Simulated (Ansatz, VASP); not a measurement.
## BaTe in VASP and in Ansatz

File INCAR:

```
ALGO = Normal
EDIFF = 1E-7
ENCUT = 520
ISIF = 2
ISMEAR = 0
LASPH = T
LCHARG = F
LREAL = F
LWAVE = F
NBANDS = 15
NELM = 100
PREC = Accurate
SIGMA = 0.05
```

The input KPOINTS:

```
k-points
0
Gamma
  6 6 6
```

The input POSCAR:

```
BaTe
1.0
    4.2624660000      0.0000000000      0.0000000000
    0.0000000000      4.2624660000      0.0000000000
    0.0000000000      0.0000000000      4.4755893000
Ba Te
1 1
Direct
    0.0000000000      0.0000000000      0.0000000000
    0.5000000000      0.5000000000      0.5000000000
```

Input for Ansatz:

```yaml
crystal:
  lattice:
    - [4.262466, 0.0, 0.0]
    - [0.0, 4.262466, 0.0]
    - [0.0, 0.0, 4.4755893]
  atoms:
    - { symbol: Ba, position: [0.0, 0.0, 0.0] }
    - { symbol: Te, position: [0.5, 0.5, 0.5] }
basis:
  ecutwfc: 420
kpoints:
  mp_grid: { grid: [6, 6, 6] }
hamiltonian:
  xc: lda
scf:
  occupations: { method: gaussian, width: 0.05 }
output:
  forces: true
  stress: true
  eigenvalues: true
```

Change from the starting cell: strain +0.0500 x Voigt [0, 0, 1, 0, 0, 0], atoms carried along.

Alike in both runs: task single point; functional LDA; k mesh 6 × 6 × 6; occupations gaussian, width 0.05 eV; no spin polarisation.

```csv
,VASP,Ansatz
version,VASP 6.6.1,Ansatz 0.2.0
potentials or method,"VASP PAW LDA potentials, release 64 (Ba_sv, Te), cutoff 520 eV","scalar-relativistic, plane waves, PAW"
valence electrons in the cell,16,26
```

VASP gave:

| Quantity | Value |
| --- | --- |
| gap on the k mesh at the Fermi level (eV) | 0.57 |
| least direct gap on the mesh (eV) | 0.67 |
| pressure (GPa) | -4.0 |
| traceless stress, the component that is largest in VASP (GPa) | -2.18 |

**Question.** Estimate Ansatz's values.

**Answer.** gap on the k mesh at the Fermi level (eV): 0.67; least direct gap on the mesh (eV): 0.76; pressure (GPa): -4.4; traceless stress, the component that is largest in VASP (GPa): -2.17.

LDA's correlation is that of Perdew and Zunger in VASP and of Perdew and Wang (1992) in Ansatz. VASP's potentials hold 16 valence electrons a cell and Ansatz's 26, so a difference there can come from the potentials and not from the codes.

Neither program's run includes spin-orbit coupling.
